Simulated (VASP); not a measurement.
# Ba in VASP: single point with PBE+D3(BJ)

Aim: the single point of Ba with PBE+D3(BJ).

Program: VASP 6.6.1. These are calculated values, not measurements. Logs are shortened: lines on timing, memory, paths and dates and some standing lists are left out, and cuts for length are marked.

**1. The cell of the first run**

The cell holds a slab with vacuum, 1 atom: a = 3.910 Å, b = 4.141 Å, c = 20.000 Å, α = 90.00°, β = 90.00°, γ = 118.17°.

**2. Single point, PBE+D3(BJ)**

INCAR reads:

```
SYSTEM = Ba
ALGO = Normal
DIPOL = 0.5 0.5 0.500
EDIFF = 1E-6
ENCUT = 520
GGA = PE
IDIPOL = 3
ISIF = 2
ISMEAR = 0
ISYM = 0
IVDW = 12
LASPH = .TRUE.
LCHARG = .FALSE.
LDIPOL = .TRUE.
LREAL = .FALSE.
LWAVE = .FALSE.
NBANDS = 11
NELM = 80
PREC = Accurate
SIGMA = 0.05
```

KPOINTS reads:

```
k-points
0
G
  10 9 1
  0 0 0
```

POSCAR reads:

```
Ba
1.0
    3.9100000000      0.0000000000      0.0000000000
   -1.9550000000      3.6500000000      0.0000000000
    0.0000000000      0.0000000000     20.0000000000
Ba
1
Direct
    0.0000000000      0.0000000000      0.5000000000
```

Potentials or basis: VASP PAW PBE potentials, release 64 (Ba_sv).

Started as:

```sh
cat potpaw_PBE.64/Ba_sv/POTCAR > POTCAR
mpirun -np 1 vasp_std > vasp.out
```

OUTCAR:

```text
SYSTEM = Ba
   EDIFF = 1E-6
   ENCUT = 520
   GGA = PE
   ISIF = 2
   ISMEAR = 0
   ISYM = 0
   IVDW = 12
   LASPH = .TRUE.
   LREAL = .FALSE.
   NELM = 80
   PREC = Accurate
 IVDW          = 12

 ion  position               nearest neighbor table
   1  0.000  0.000  0.500-

IMPORTANT INFORMATION: All symmetrisations will be switched off!
NOSYMM: (Re-)initialisation of all symmetry stuff for point group C_1.

----------------------------------------------------------------------------------------

                                     Primitive cell

  volume of cell :     285.4300

  direct lattice vectors                    reciprocal lattice vectors
     3.910000000  0.000000000  0.000000000     0.255754476  0.136986301  0.000000000
    -1.955000000  3.650000000  0.000000000     0.000000000  0.273972603  0.000000000
     0.000000000  0.000000000 20.000000000     0.000000000  0.000000000  0.050000000

  length of vectors
     3.910000000  4.140594764 20.000000000     0.290130313  0.273972603  0.050000000

  position of ions in fractional coordinates (direct lattice)
     0.000000000  0.000000000  0.500000000

  ion indices of the primitive-cell ions
   primitive index   ion index
                 1           1

----------------------------------------------------------------------------------------

 KPOINTS: k-points

Automatic generation of k-mesh.
 Grid dimensions read from file:
 generate k-points for:   10    9    1

 Generating k-lattice:

  Cartesian coordinates                     Fractional coordinates (reciprocal lattice)
     0.025575448  0.013698630  0.000000000     0.100000000  0.000000000  0.000000000
     0.000000000  0.030441400  0.000000000     0.000000000  0.111111111  0.000000000
     0.000000000  0.000000000  0.050000000     0.000000000  0.000000000  1.000000000

  Length of vectors
     0.029013031  0.030441400  0.050000000

  Shift w.r.t. Gamma in fractional coordinates (k-lattice)
     0.000000000  0.000000000  0.000000000

 -----------------------------------------------------------------------------
|                                                                             |
|           W    W    AA    RRRRR   N    N  II  N    N   GGGG   !!!           |
|           W    W   A  A   R    R  NN   N  II  NN   N  G    G  !!!           |
|           W    W  A    A  R    R  N N  N  II  N N  N  G       !!!           |
|           W WW W  AAAAAA  RRRRR   N  N N  II  N  N N  G  GGG   !            |
|           WW  WW  A    A  R   R   N   NN  II  N   NN  G    G                |
|           W    W  A    A  R    R  N    N  II  N    N   GGGG   !!!           |
|                                                                             |
|     Your reciprocal lattice and k-lattice belong to different lattice       |
|     classes:                                                                |
|                                                                             |
|        The reciprocal lattice is base centered orthorhombic,                |
|        whereas your k-lattice is simple monoclinic.                         |
|                                                                             |
|     Results are often still useful ...                                      |
|                                                                             |
 -----------------------------------------------------------------------------

 WARNING: IBZKPT: internal override: KBLOWUP is changed to .FALSE.
      ... skipping the blow-up phase ...

 Subroutine IBZKPT returns following result:
 ===========================================

 Found     46 irreducible k-points:

 Following reciprocal coordinates:
            Coordinates               Weight
  0.000000  0.000000  0.000000      1.000000
  0.100000  0.000000  0.000000      2.000000
  0.200000  0.000000  0.000000      2.000000
  0.300000 -0.000000  0.000000      2.000000
  0.400000  0.000000  0.000000      2.000000
  0.500000  0.000000  0.000000      1.000000
[... 16 lines left out ...]
 -0.400000  0.222222  0.000000      2.000000
 -0.300000  0.222222  0.000000      2.000000
 [... further k-points ...]
   k-points           NKPTS =     46   k-points in BZ     NKDIM =     46   number of bands    NBANDS=     11
   number of dos      NEDOS =    301   number of ions     NIONS =      1
   total plane-waves  NPLWV = 144000
   dimension x,y,z NGX =    30 NGY =   32 NGZ =  150
   dimension x,y,z NGXF=    60 NGYF=   64 NGZF=  300
   ions per type =               1
   NGX,Y,Z   is equivalent  to a cutoff of  12.76, 12.85, 12.47 a.u.
   NGXF,Y,Z  is equivalent  to a cutoff of  25.51, 25.70, 24.94 a.u.
 SYSTEM =  Ba
   PREC   = accura    normal or accurate (medium, high low for compatibility)
   ISTART =      0    job   : 0-new  1-cont  2-samecut
   ICHARG =      2    charge: 1-file 2-atom 10-const
   ISPIN  =      1    spin polarized calculation?
   LNONCOLLINEAR =      F non collinear calculations
   LSORBIT =      F    spin-orbit coupling
   LASPH  =      T    aspherical Exc in radial PAW
   ENCUT  =  520.0 eV  38.22 Ry    6.18 a.u.   7.27  7.70 37.19*2*pi/ulx,y,z
   NELM   =     80;   NELMIN=  2; NELMDL= -5     # of ELM steps
   EDIFF  = 0.1E-05   stopping-criterion for ELM
   LREAL  =      F    real-space projection
   EDIFFG = 0.1E-04   stopping-criterion for IOM
   NSW    =      0    number of steps for IOM
   IBRION =     -1    ionic relax: 0-MD 1-quasi-New 2-CG
   NFREE  =      0    steps in history (QN), initial steepest desc. (CG)
   ISIF   =      2    stress and relaxation
   ISYM   =      0    0-nonsym 1-usesym 2-fastsym
   POTIM  = 0.5000    time-step for ionic-motion
   TEBEG  =    0.0;   TEEND  =   0.0 temperature during run
   PSTRESS=    0.0 pullay stress
   NELECT =      10.0000    total number of electrons
   NUPDOWN=      -1.0000    fix difference up-down
   EMIN   =  10.00;   EMAX   =-10.00  energy-range for DOS
   EFERMI =   0.00;   METHOD = LEGACY
   ISMEAR =     0;   SIGMA  =   0.05  broadening in eV -4-tet -1-fermi 0-gaus
   EFERMI_NEDOS =   21; number of points for ismear=-14 and -15
   IALGO  =     38    algorithm
   IMIX   =      4    mixing-type and parameters
     AMIX     =   0.40;   BMIX     =  1.00
     AMIX_MAG =   1.60;   BMIX_MAG =  1.00
  volume/ion in A,a.u.               =     285.43      1926.18
  Fermi-wavevector in a.u.,A,eV,Ry     =   0.535684  1.012295  3.904285  0.286957
  Thomas-Fermi vector in A             =   1.560659
   LORBIT       =      0    0 simple, 1 ext, 2 COOP (PROOUT), +10 PAW based schemes
   GGA     = PE    functional components
   LHFCALC =     F    Hartree Fock is set to
   AEXX    =    0.0000 exact exchange contribution
   IVDW    =    12    specifies the selected vdW correction
   LEPSILON=     F    determine dielectric tensor
   LRPA    =     F    only Hartree local field effects (RPA)
 non-spin polarized calculation
 Gauss-broadening in eV      SIGMA  =   0.05
  energy-cutoff  :      520.00
  volume of cell :      285.43
 maximum number of plane-waves:      7716
 NGX is ok and might be reduce to    30
   NGX = 15   NGY = 15   NGZ = 75

 number of electron      10.0000000 magnetization

 dipolmoment           0.000000      0.000000      0.000000 electrons x Angstroem

 number of electron       9.9999999 magnetization

 dipolmoment           0.000000      0.000000     -0.000000 electrons x Angstroem

 Free energy of the ion-electron system (eV)
  ---------------------------------------------------
  ext. energy  EPLUGINS =         0.00000000
  ---------------------------------------------------
  free energy    TOTEN  =        -1.05044198 eV

  energy without entropy =       -1.04495887  energy(sigma->0) =       -1.04770042

 E-fermi :  -1.3386     XC(G=0):  -2.2516

 val. band max:       -1.3489950746   @ k =  -0.1000   0.4444   0.0000
 cond. band min:      -1.3374382874   @ k =  -0.4000   0.3333   0.0000
 fundamental gap:      0.0115567871
 Fermi energy:        -1.3385503782

 k-point     1 :       0.0000    0.0000    0.0000
  band No.  band energies     occupation
      1     -30.5755      2.00000
      2     -15.9258      2.00000
      3     -15.3307      2.00000
      4     -15.2528      2.00000
      5      -3.5980      2.00000
      6      -1.1304      0.00000
      7      -1.0858      0.00000
      8       0.0396      0.00000
      9       0.8656      0.00000
     10       1.0026      0.00000
     11       1.2182      0.00000

 k-point     2 :       0.1000    0.0000    0.0000
  band No.  band energies     occupation
      1     -30.5661      2.00000
      2     -15.9121      2.00000
      3     -15.3661      2.00000
      4     -15.3318      2.00000
      5      -3.3648      2.00000
      6      -1.0752      0.00000
      7      -0.9934      0.00000
      8       0.1172      0.00000
      9       0.7881      0.00000
     10       0.9879      0.00000
     11       1.2200      0.00000

 k-point     3 :       0.2000    0.0000    0.0000
  band No.  band energies     occupation
      1     -30.5413      2.00000
      2     -15.8758      2.00000
      3     -15.5930      2.00000
      4     -15.3935      2.00000
      5      -2.7741      2.00000
      6      -1.0954      0.00000
      7      -0.6881      0.00000
      8      -0.0985      0.00000
      9       1.1573      0.00000
     10       1.2130      0.00000
     11       1.3515      0.00000

 k-point     4 :       0.3000   -0.0000    0.0000
  band No.  band energies     occupation
      1     -30.5102      2.00000
      2     -15.8696      2.00000
      3     -15.8303      2.00000
      4     -15.4536      2.00000
      5      -2.2036      2.00000
      6      -1.2193      0.00075
      7      -0.6832      0.00000
      8       0.3443      0.00000
      9       1.3759      0.00000
     10       1.7374      0.00000
     11       1.9422      0.00000

 k-point     5 :       0.4000    0.0000    0.0000
  band No.  band energies     occupation
      1     -30.4849      2.00000
      2     -16.0813      2.00000
      3     -15.7930      2.00000
      4     -15.5007      2.00000
      5      -2.1184      2.00000
      6      -1.3806      1.76571
      7      -0.1794      0.00000
      8       0.9046      0.00000
      9       1.5197      0.00000
     10       1.8044      0.00000
     11       2.7359      0.00000
[... 211 lines left out ...]
 k-point    21 :       0.4000    0.2222    0.0000
  band No.  band energies     occupation
      1     -30.4721      2.00000
      2     -16.0586      2.00000
      3     -15.7725      2.00000
      4     -15.6900      2.00000
      5      -1.2787      0.09074
      6      -1.0941      0.00000
      7       0.0548      0.00000
      8       0.1523      0.00000
      9       0.6916      0.00000
     10       3.0136      0.00000
     11       3.1621      0.00000

 k-point    22 :       0.5000    0.2222    0.0000
  band No.  band energies     occupation
      1     -30.4751      2.00000
      2     -16.0897      2.00000
      3     -15.7786      2.00000
      4     -15.6033      2.00000
      5      -1.2206      0.00085
      6      -1.1904      0.00003
      7      -0.6103      0.00000
      8       0.4712      0.00000
      9       0.6506      0.00000
     10       2.4172      0.00000
     11       2.8380      0.00000

 k-point    23 :      -0.4000    0.2222    0.0000
  band No.  band energies     occupation
      1     -30.4921      2.00000
      2     -16.0049      2.00000
      3     -15.8047      2.00000
      4     -15.4981      2.00000
      5      -1.5387      2.00000
      6      -1.2533      0.01592
      7      -0.9303      0.00000
      8       0.2279      0.00000
      9       1.1351      0.00000
     10       1.7411      0.00000
     11       2.3236      0.00000

 k-point    24 :      -0.3000    0.2222    0.0000
  band No.  band energies     occupation
      1     -30.5165      2.00000
      2     -15.8403      2.00000
      3     -15.8265      2.00000
      4     -15.4207      2.00000
      5      -2.2559      2.00000
      6      -1.1794      0.00001
      7      -0.6783      0.00000
      8      -0.0463      0.00000
      9       1.3185      0.00000
     10       1.7636      0.00000
     11       1.7691      0.00000

 [... further k-points ...]

------------------------ aborting loop because EDIFF is reached ----------------------------------------

 vacuum level on the upper side and lower side of the slab       (xc-potential included)        -0.099        -0.099

 Edisp (eV)   -0.08041

 E8    (eV) :    -0.0483

  FORCE on cell =-STRESS in cart. coord.  units (eV):
  Direction    XX          YY          ZZ          XY          YZ          ZX
  --------------------------------------------------------------------------------------
  -------------------------------------------------------------------------------------
  Total       1.18370     0.52809    -0.00223     0.10714    -0.00000     0.00000
  in kB       6.64432     2.96426    -0.01251     0.60142    -0.00000     0.00000
  external pressure =        3.20 kB  Pullay stress =        0.00 kB

 VOLUME and BASIS-vectors are now :
 -----------------------------------------------------------------------------
  energy-cutoff  :      520.00
  volume of cell :      285.43
      direct lattice vectors                 reciprocal lattice vectors
     3.910000000  0.000000000  0.000000000     0.255754476  0.136986301  0.000000000
    -1.955000000  3.650000000  0.000000000     0.000000000  0.273972603  0.000000000
     0.000000000  0.000000000 20.000000000     0.000000000  0.000000000  0.050000000

 POSITION                                       TOTAL-FORCE (eV/Angst)
 -----------------------------------------------------------------------------------
      0.00000      0.00000     10.00000        -0.000000     -0.000000     -0.000002
 -----------------------------------------------------------------------------------
    total drift:                               -0.000000     -0.000000     -0.000002

  FREE ENERGIE OF THE ION-ELECTRON SYSTEM (eV)
  ---------------------------------------------------
  free  energy   TOTEN  =        -1.1308475702 eV

  energy  without entropy=       -1.1253644628  energy(sigma->0) =       -1.12810602

 vacuum level on the upper side and lower side of the slab         0.953         0.953
```

Run time: 5.8 min. Hardware: 1 thread of Intel Xeon 8259CL, shared host; peak memory 0.46 GiB.

Results:

* Free energy: -1.1308 eV
* Band gap on the k mesh: zero (bands 5 and 6 overlap by 0.70 eV)
* Dispersion energy per atom: -0.080 eV

Caveat: spin-orbit coupling is left out, which moves the levels of the heavy elements.
